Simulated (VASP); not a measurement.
# BiTe in VASP: a series of runs

The runs below take BiTe through single point, with PBEsol.

Program: VASP 6.6.1. These are calculated values, not measurements. Logs are shortened: lines on timing, memory, paths and dates and some standing lists are left out, and cuts for length are marked.

### Step 1. The cell of the first run

Symmetry: Fm-3m, No. 225, cubic system. The conventional cell has a = 6.586 Å, b = 6.586 Å, c = 6.586 Å, α = 90.00°, β = 90.00°, γ = 90.00°. Within 4.3 Å of Bi (site symmetry m-3m) lie 6 Te at 3.29 Å. Te (site symmetry m-3m) has 6 Bi at 3.29 Å within 4.3 Å.

### Step 2. Single point, PBEsol (strain +0.030 along x and y, +0.030 along z)

Input file INCAR:

```
PREC     = Accurate       # precision mode
ENCUT    = 500            # plane-wave cutoff, eV
EDIFF    = 1E-6           # SCF threshold, eV
ISMEAR   = 0              # smearing method
SIGMA    = 0.15           # smearing width, eV
LREAL    = F              # projectors in reciprocal space
LASPH    = T              # aspherical terms in the spheres
NELM     = 120            # most SCF steps
ALGO     = Normal         # electronic algorithm
ISIF     = 2              # what is computed and relaxed
LWAVE    = F              # write WAVECAR
LCHARG   = F              # write CHGCAR
GGA      = PS             # functional
NBANDS   = 18             # bands
GGA_COMPAT= F
```

Input file KPOINTS:

```
regular mesh
0
Gamma
  16 16 16
```

Input file POSCAR:

```
BiTe
1.0
    0.0000000000      3.2930684425      3.2930684425
    3.2930684425      0.0000000000      3.2930684425
    3.2930684425      3.2930684425      0.0000000000
Bi Te
1 1
Direct
    0.0000000000      0.0000000000      0.0000000000
    0.5000000000      0.5000000000      0.5000000000
```

Potentials or basis: VASP PAW PBE potentials, release 64 (Bi_d, Te).

The run is started by

```
cat potpaw_PBE.64/Bi_d/POTCAR potpaw_PBE.64/Te/POTCAR > POTCAR
mpirun -np 1 vasp_std > vasp.out
```

OUTCAR:

```text
PREC = Accurate
   ENCUT = 500
   EDIFF = 1E-6
   ISMEAR = 0
   LREAL = F
   LASPH = T
   NELM = 120
   ISIF = 2
   GGA = PS

 ion  position               nearest neighbor table
   1  0.000  0.000  0.000-   2 3.29   2 3.29   2 3.29   2 3.29   2 3.29   2 3.29
   2  0.500  0.500  0.500-   1 3.29   1 3.29   1 3.29   1 3.29   1 3.29   1 3.29

  LATTYP: Found a face centered cubic cell.
 ALAT       =     6.5861368850

  Lattice vectors:

 A1 = (   0.0000000000,   3.2930684425,   3.2930684425)
 A2 = (   3.2930684425,   0.0000000000,   3.2930684425)
 A3 = (   3.2930684425,   3.2930684425,   0.0000000000)

Analysis of symmetry for initial positions (statically):
=====================================================================
 Subroutine PRICEL returns:
 Original cell was already a primitive cell.

 Routine SETGRP: Setting up the symmetry group for a
 face centered cubic supercell.

 Subroutine GETGRP returns: Found 48 space group operations
 (whereof 48 operations were pure point group operations)
 out of a pool of 48 trial point group operations.

The static configuration has the point symmetry O_h .

Analysis of symmetry for dynamics (positions and initial velocities):
=====================================================================
 Subroutine PRICEL returns:
 Original cell was already a primitive cell.

 Routine SETGRP: Setting up the symmetry group for a
 face centered cubic supercell.

 Subroutine GETGRP returns: Found 48 space group operations
 (whereof 48 operations were pure point group operations)
 out of a pool of 48 trial point group operations.

The dynamic configuration has the point symmetry O_h .

 Subroutine INISYM returns: Found 48 space group operations
 (whereof 48 operations are pure point group operations),
 and found     1 'primitive' translations

----------------------------------------------------------------------------------------

                                     Primitive cell

  volume of cell :      71.4220

  direct lattice vectors                    reciprocal lattice vectors
     0.000000000  3.293068443  3.293068443    -0.151834075  0.151834075  0.151834075
     3.293068443  0.000000000  3.293068443     0.151834075 -0.151834075  0.151834075
     3.293068443  3.293068443  0.000000000     0.151834075  0.151834075 -0.151834075

  length of vectors
     4.657102053  4.657102053  4.657102053     0.262984332  0.262984332  0.262984332

  position of ions in fractional coordinates (direct lattice)
     0.000000000  0.000000000  0.000000000
     0.500000000  0.500000000  0.500000000

  ion indices of the primitive-cell ions
   primitive index   ion index
                 1           1
                 2           2

----------------------------------------------------------------------------------------

 KPOINTS: regular mesh

Automatic generation of k-mesh.
 Grid dimensions read from file:
 generate k-points for:   16   16   16

 Generating k-lattice:

  Cartesian coordinates                     Fractional coordinates (reciprocal lattice)
    -0.009489630  0.009489630  0.009489630     0.062500000  0.000000000  0.000000000
     0.009489630 -0.009489630  0.009489630     0.000000000  0.062500000  0.000000000
     0.009489630  0.009489630 -0.009489630     0.000000000  0.000000000  0.062500000

  Length of vectors
     0.016436521  0.016436521  0.016436521

  Shift w.r.t. Gamma in fractional coordinates (k-lattice)
     0.000000000  0.000000000  0.000000000

 Subroutine IBZKPT returns following result:
 ===========================================

 Found    145 irreducible k-points:

 Following reciprocal coordinates:
            Coordinates               Weight
  0.000000  0.000000  0.000000      1.000000
  0.062500  0.000000  0.000000      8.000000
  0.125000  0.000000  0.000000      8.000000
  0.187500  0.000000  0.000000      8.000000
  0.250000  0.000000  0.000000      8.000000
  0.312500  0.000000  0.000000      8.000000
[... 16 lines left out ...]
 -0.125000  0.062500  0.000000     24.000000
 -0.062500  0.062500  0.000000     12.000000
 [... further k-points ...]
   k-points           NKPTS =    145   k-points in BZ     NKDIM =    145   number of bands    NBANDS=     18
   number of dos      NEDOS =    301   number of ions     NIONS =      2
   total plane-waves  NPLWV =  46656
   dimension x,y,z NGX =    36 NGY =   36 NGZ =   36
   dimension x,y,z NGXF=    72 NGYF=   72 NGZF=   72
   ions per type =               1   1
   NGX,Y,Z   is equivalent  to a cutoff of  12.85, 12.85, 12.85 a.u.
   NGXF,Y,Z  is equivalent  to a cutoff of  25.70, 25.70, 25.70 a.u.
 SYSTEM =  unknown system
   PREC   = accura    normal or accurate (medium, high low for compatibility)
   ISTART =      0    job   : 0-new  1-cont  2-samecut
   ICHARG =      2    charge: 1-file 2-atom 10-const
   ISPIN  =      1    spin polarized calculation?
   LNONCOLLINEAR =      F non collinear calculations
   LSORBIT =      F    spin-orbit coupling
   LASPH  =      T    aspherical Exc in radial PAW
   ENCUT  =  500.0 eV  36.75 Ry    6.06 a.u.   8.49  8.49  8.49*2*pi/ulx,y,z
   NELM   =    120;   NELMIN=  2; NELMDL= -5     # of ELM steps
   EDIFF  = 0.1E-05   stopping-criterion for ELM
   LREAL  =      F    real-space projection
   EDIFFG = 0.1E-04   stopping-criterion for IOM
   NSW    =      0    number of steps for IOM
   IBRION =     -1    ionic relax: 0-MD 1-quasi-New 2-CG
   NFREE  =      0    steps in history (QN), initial steepest desc. (CG)
   ISIF   =      2    stress and relaxation
   ISYM   =      2    0-nonsym 1-usesym 2-fastsym
   POTIM  = 0.5000    time-step for ionic-motion
   TEBEG  =    0.0;   TEEND  =   0.0 temperature during run
   PSTRESS=    0.0 pullay stress
   NELECT =      21.0000    total number of electrons
   NUPDOWN=      -1.0000    fix difference up-down
   EMIN   =  10.00;   EMAX   =-10.00  energy-range for DOS
   EFERMI =   0.00;   METHOD = LEGACY
   ISMEAR =     0;   SIGMA  =   0.15  broadening in eV -4-tet -1-fermi 0-gaus
   EFERMI_NEDOS =   21; number of points for ismear=-14 and -15
   IALGO  =     38    algorithm
   IMIX   =      4    mixing-type and parameters
     AMIX     =   0.40;   BMIX     =  1.00
     AMIX_MAG =   1.60;   BMIX_MAG =  1.00
  volume/ion in A,a.u.               =      35.71       240.99
  Fermi-wavevector in a.u.,A,eV,Ry     =   1.088605  2.057166 16.123745  1.185062
  Thomas-Fermi vector in A             =   2.224791
   LORBIT       =      0    0 simple, 1 ext, 2 COOP (PROOUT), +10 PAW based schemes
   GGA     = PS    functional components
   LHFCALC =     F    Hartree Fock is set to
   AEXX    =    0.0000 exact exchange contribution
   IVDW    =     0    specifies the selected vdW correction
   LEPSILON=     F    determine dielectric tensor
   LRPA    =     F    only Hartree local field effects (RPA)
 non-spin polarized calculation
 Gauss-broadening in eV      SIGMA  =   0.15
  energy-cutoff  :      500.00
  volume of cell :       71.42
 maximum number of plane-waves:      1841
 NGX is ok and might be reduce to    36
   NGX = 17   NGY = 17   NGZ = 17

 number of electron      20.9999997 magnetization

 Free energy of the ion-electron system (eV)
  ---------------------------------------------------
  ext. energy  EPLUGINS =         0.00000000
  ---------------------------------------------------
  free energy    TOTEN  =        -7.91629535 eV

  energy without entropy =       -7.89846987  energy(sigma->0) =       -7.90738261

 E-fermi :   5.8469     XC(G=0):  -9.3596

 val. band max:        5.8366500407   @ k =  -0.3125   0.4375   0.1875
 cond. band min:       5.8725210282   @ k =  -0.3125   0.3750   0.1250
 fundamental gap:      0.0358709875
 Fermi energy:         5.8469335156

 k-point     1 :       0.0000    0.0000    0.0000
  band No.  band energies     occupation
      1     -17.1832      2.00000
      2     -17.1832      2.00000
      3     -17.1816      2.00000
      4     -17.1816      2.00000
      5     -17.1816      2.00000
      6      -7.3186      2.00000
[... 10 lines left out ...]
     17      11.5995      0.00000
     18      12.4271      0.00000

 k-point     2 :       0.0625    0.0000    0.0000
  band No.  band energies     occupation
      1     -17.1833      2.00000
      2     -17.1833      2.00000
      3     -17.1815      2.00000
      4     -17.1814      2.00000
      5     -17.1814      2.00000
      6      -7.2861      2.00000
[... 10 lines left out ...]
     17      11.8467      0.00000
     18      12.6650      0.00000

 k-point     3 :       0.1250    0.0000    0.0000
  band No.  band energies     occupation
      1     -17.1837      2.00000
      2     -17.1837      2.00000
      3     -17.1813      2.00000
      4     -17.1809      2.00000
      5     -17.1809      2.00000
      6      -7.1888      2.00000
[... 10 lines left out ...]
     17      12.4796      0.00000
     18      13.1945      0.00000

 k-point     4 :       0.1875    0.0000    0.0000
  band No.  band energies     occupation
      1     -17.1842      2.00000
      2     -17.1842      2.00000
      3     -17.1811      2.00000
      4     -17.1799      2.00000
      5     -17.1799      2.00000
      6      -7.0279      2.00000
[... 375 lines left out ...]
      4     -17.1799      2.00000
      5     -17.1790      2.00000
      6      -6.9331      2.00000
[... 10 lines left out ...]
     17      13.1284      0.00000
     18      14.4020      0.00000

 k-point    23 :      -0.1250    0.0625    0.0000
  band No.  band energies     occupation
      1     -17.1842      2.00000
      2     -17.1836      2.00000
      3     -17.1813      2.00000
      4     -17.1807      2.00000
      5     -17.1801      2.00000
      6      -7.1139      2.00000
[... 10 lines left out ...]
     17      12.4582      0.00000
     18      13.5625      0.00000

 k-point    24 :      -0.0625    0.0625    0.0000
  band No.  band energies     occupation
      1     -17.1837      2.00000
      2     -17.1833      2.00000
      3     -17.1815      2.00000
      4     -17.1812      2.00000
      5     -17.1809      2.00000
      6      -7.2320      2.00000
[... 10 lines left out ...]
     17      12.0529      0.00000
     18      12.8907      0.00000

 [... further k-points ...]

------------------------ aborting loop because EDIFF is reached ----------------------------------------

  FORCE on cell =-STRESS in cart. coord.  units (eV):
  Direction    XX          YY          ZZ          XY          YZ          ZX
  --------------------------------------------------------------------------------------
  -------------------------------------------------------------------------------------
  Total       -1.7339254     -1.7339254     -1.7339254      0.0000000     -0.0000000      0.0000000
  in kB      -38.8963378    -38.8963378    -38.8963378      0.0000000     -0.0000000      0.0000000
  external PRESSURE =     -38.8963378 kB  Pullay stress =       0.0000000 kB

 VOLUME and BASIS-vectors are now :
 -----------------------------------------------------------------------------
  energy-cutoff  :      500.00
  volume of cell :       71.42
      direct lattice vectors                 reciprocal lattice vectors
     0.000000000  3.293068443  3.293068443    -0.151834075  0.151834075  0.151834075
     3.293068443  0.000000000  3.293068443     0.151834075 -0.151834075  0.151834075
     3.293068443  3.293068443  0.000000000     0.151834075  0.151834075 -0.151834075

 POSITION                                       TOTAL-FORCE (eV/Angst)
 -----------------------------------------------------------------------------------
      0.00000      0.00000      0.00000        -0.000000     -0.000000     -0.000000
      3.29307      3.29307      3.29307         0.000000      0.000000      0.000000
 -----------------------------------------------------------------------------------
    total drift:                               -0.000000      0.000000      0.000000

  FREE ENERGIE OF THE ION-ELECTRON SYSTEM (eV)
  ---------------------------------------------------
  free  energy   TOTEN  =        -7.9162953477 eV

  energy  without entropy=       -7.8984698697  energy(sigma->0) =       -7.90738261
```

Run time: 63 s. Hardware: 1 thread of Intel Xeon 6975P-C (Granite Rapids), shared host; peak memory 0.33 GiB.

What came out:

| Item | Value |
| --- | --- |
| Free energy | -7.9163 eV |
| Pressure | -3.9 GPa |
| Band gap on the k mesh | zero (an odd number of electrons rules out a gap without spin polarisation) |

Levels at points of the mesh, in eV from the Fermi level:
```csv
k point,band 8,band 9,band 10,band 11,band 12,band 13
"(0.00, 0.00, 0.00)",-2.38,-2.38,-2.38,2.05,2.05,2.05
"(0.50, 0.00, 0.00)",-1.78,-1.78,-1.60,-0.83,-0.54,-0.54
"(0.50, 0.50, 0.00)",-5.31,-3.76,-3.76,2.37,3.36,3.36
```

Caveat: the cell differs from its parent crystal (strain +0.030 along x and y, +0.030 along z); the cell stands under tension; the PAW data sets were made with another functional, which shifts forces and pressure a little; spin-orbit coupling is left out, which moves the levels of the heavy elements.

### Step 3. Single point, PBEsol (strain -0.030 along x and y, -0.015 along z)

Input file INCAR:

```
SYSTEM = BiTe
PREC = Accurate ; ENCUT = 500
EDIFF = 1E-6 ; ISMEAR = 0
SIGMA = 0.15 ; LREAL = .False.
LASPH = .True. ; NELM = 120
ALGO = Normal ; ISIF = 2
LWAVE = .False. ; LCHARG = .False.
GGA = PS ; NBANDS = 18
GGA_COMPAT = .False.
```

Input file KPOINTS:

```
regular mesh
0
Gamma
  16 16 16
  0 0 0
```

Input file POSCAR:

```
BiTe
1.0
    0.0000000000      3.1012392129      3.1491965203
    3.1012392129      0.0000000000      3.1491965203
    3.1012392129      3.1012392129      0.0000000000
Bi Te
1 1
Direct
    0.0000000000      0.0000000000      0.0000000000
    0.5000000000      0.5000000000      0.5000000000
```

Potentials or basis: VASP PAW PBE potentials, release 64 (Bi_d, Te).

The run is started by

```
cat potpaw_PBE.64/Bi_d/POTCAR potpaw_PBE.64/Te/POTCAR > POTCAR
mpirun -np 1 vasp_std > vasp.out
```

It took 81 s on 1 thread of Intel Xeon 6975P-C (Granite Rapids), shared host; peak memory 0.46 GiB.

It converged, with:

```yaml
Free_energy: -7.9193 eV
Pressure: 5.0 GPa
Band_gap_on_the_k_mesh: zero (an odd number of electrons rules out a gap without spin polarisation)
```

Stress tensor (GPa, compression positive):
```
5.67 0.00 0.00
0.00 5.67 0.00
0.00 0.00 3.69
```

Levels at points of the mesh, in eV from the Fermi level:
| k point | band 8 | band 9 | band 10 | band 11 | band 12 | band 13 |
| --- | --- | --- | --- | --- | --- | --- |
| (0.00, 0.00, 0.00) | -2.91 | -2.91 | -2.69 | 2.12 | 2.52 | 2.52 |
| (0.50, 0.00, 0.00) | -2.16 | -2.12 | -1.55 | -0.94 | -0.80 | -0.79 |
| (0.50, 0.50, 0.00) | -6.44 | -4.54 | -4.54 | 1.78 | 4.18 | 4.18 |
| (0.50, 0.00, 0.50) | -6.49 | -4.68 | -4.47 | 1.74 | 3.91 | 4.33 |

Caveat: the cell differs from its parent crystal (strain -0.030 along x and y, -0.015 along z); the cell stands under pressure; the PAW data sets were made with another functional, which shifts forces and pressure a little; spin-orbit coupling is left out, which moves the levels of the heavy elements.

### Step 4. Single point, PBEsol (strain -0.030 along x and y, +0.000 along z)

Input file INCAR:

```
SYSTEM = BiTe
ALGO = Normal
EDIFF = 1E-6
ENCUT = 500
GGA = PS
GGA_COMPAT = .False.
ISIF = 2
ISMEAR = 0
LASPH = .True.
LCHARG = .False.
LREAL = .False.
LWAVE = .False.
NBANDS = 18
NELM = 120
PREC = Accurate
SIGMA = 0.15
```

Input file KPOINTS:

```
k-points
0
Gamma
  16 16 16
  0 0 0
```

Input file POSCAR:

```
BiTe
1.0
    0.0000000000      3.1012392129      3.1971538277
    3.1012392129      0.0000000000      3.1971538277
    3.1012392129      3.1012392129      0.0000000000
Bi Te
1 1
Direct
    0.0000000000      0.0000000000      0.0000000000
    0.5000000000      0.5000000000      0.5000000000
```

The run is started by

```
cat potpaw_PBE.64/Bi_d/POTCAR potpaw_PBE.64/Te/POTCAR > POTCAR
mpirun -np 1 vasp_std > vasp.out
```

Wall time 86 s (1 thread of Intel Xeon 6975P-C (Granite Rapids), shared host); peak memory 0.46 GiB.

The run converged. Its results:

* Free energy: -7.9344 eV
* Pressure: 4.0 GPa
* Band gap on the k mesh: zero (an odd number of electrons rules out a gap without spin polarisation)

Stress tensor (GPa, compression positive):
```
5.19 0.00 0.00
0.00 5.19 0.00
0.00 0.00 1.56
```

Levels at points of the mesh, in eV from the Fermi level:
```
           k point  band 8  band 9  band 10  band 11  band 12  band 13
(0.00, 0.00, 0.00)   -2.95   -2.95    -2.52     1.85     2.61     2.61
(0.50, 0.00, 0.00)   -2.16   -2.07    -1.54    -0.99    -0.75    -0.75
(0.50, 0.50, 0.00)   -6.29   -4.45    -4.45     1.86     4.14     4.14
(0.50, 0.00, 0.50)   -6.40   -4.72    -4.30     1.79     3.62     4.43
```

Caveat: the cell differs from its parent crystal (strain -0.030 along x and y, +0.000 along z); the cell stands under pressure; the PAW data sets were made with another functional, which shifts forces and pressure a little; spin-orbit coupling is left out, which moves the levels of the heavy elements.

### Step 5. Single point, PBEsol (strain -0.015 along x and y, -0.030 along z)

Input file INCAR:

```
  PREC = Accurate
  ENCUT = 500
  EDIFF = 1E-6
  ISMEAR = 0
  SIGMA = 0.15
  LREAL = F
  LASPH = T
  NELM = 120
  ALGO = Normal
  ISIF = 2
  LWAVE = F
  LCHARG = F
  GGA = PS
  NBANDS = 18
  GGA_COMPAT = F
```

Input file KPOINTS:

```
Automatic mesh
0
Gamma
  16 16 16
```

Input file POSCAR:

```
BiTe
1.0
    0.0000000000      3.1491965203      3.1012392129
    3.1491965203      0.0000000000      3.1012392129
    3.1491965203      3.1491965203      0.0000000000
Bi Te
1 1
Direct
    0.0000000000      0.0000000000      0.0000000000
    0.5000000000      0.5000000000      0.5000000000
```

The run is started by

```
cat potpaw_PBE.64/Bi_d/POTCAR potpaw_PBE.64/Te/POTCAR > POTCAR
mpirun -np 1 vasp_std > vasp.out
```

Wall time 94 s (1 thread of Intel Xeon 6975P-C (Granite Rapids), shared host); peak memory 0.46 GiB.

The run converged. Its results:

* Free energy: -7.9455 eV
* Pressure: 3.9 GPa
* Band gap on the k mesh: zero (an odd number of electrons rules out a gap without spin polarisation)

Stress tensor (GPa, compression positive):
```
3.27 0.00 0.00
0.00 3.27 0.00
0.00 0.00 5.07
```

Levels at points of the mesh, in eV from the Fermi level:
| k point | band 6 | band 7 | band 8 | band 9 | band 10 | band 11 | band 12 | band 13 | band 14 | band 15 |
| --- | --- | --- | --- | --- | --- | --- | --- | --- | --- | --- |
| (0.00, 0.00, 0.00) | -14.25 | -7.76 | -2.94 | -2.72 | -2.72 | 2.22 | 2.22 | 2.62 | 4.44 | 4.44 |
| (0.50, 0.00, 0.00) | -12.01 | -11.63 | -2.12 | -2.09 | -1.55 | -0.92 | -0.81 | -0.74 | 7.46 | 8.00 |
| (0.50, 0.50, 0.00) | -12.03 | -10.11 | -6.39 | -4.50 | -4.50 | 1.79 | 4.03 | 4.03 | 5.86 | 8.99 |
| (0.50, 0.00, 0.50) | -12.22 | -9.92 | -6.34 | -4.58 | -4.37 | 1.83 | 3.87 | 4.29 | 5.62 | 8.96 |

Caveat: the cell differs from its parent crystal (strain -0.015 along x and y, -0.030 along z); the cell stands under pressure; the PAW data sets were made with another functional, which shifts forces and pressure a little; spin-orbit coupling is left out, which moves the levels of the heavy elements.

### Step 6. Summary

| cell | gap on the mesh (eV) | pressure (GPa) |
| --- | --- | --- |
| a = 4.657 Å, angles 60.0°, 2 atoms | none | -3.9 |
| a = 4.420, b = 4.420, c = 4.386 Å, angles 60.3, 60.3, 59.5°, 2 atoms | none | 5.0 |
| a = 4.454, b = 4.454, c = 4.386 Å, angles 60.5, 60.5, 59.0°, 2 atoms | none | 4.0 |
| a = 4.420, b = 4.420, c = 4.454 Å, angles 59.7, 59.7, 60.5°, 2 atoms | none | 3.9 |

Alike in all rows: task single point; level PBEsol; potentials or basis VASP PAW PBE potentials, release 64 (Bi_d, Te); no spin polarisation; k mesh 16 × 16 × 16; cutoff (eV) 500; smearing gaussian 0.15 eV.

Caveats: the PAW data sets were made with another functional, which shifts forces and pressure a little; spin-orbit coupling is left out, which moves the levels of the heavy elements; the cell stands under pressure (at least some runs); the cell stands under tension (at least some runs).

Total energies depend on the potentials used, so only differences within one code and one set of settings carry meaning.
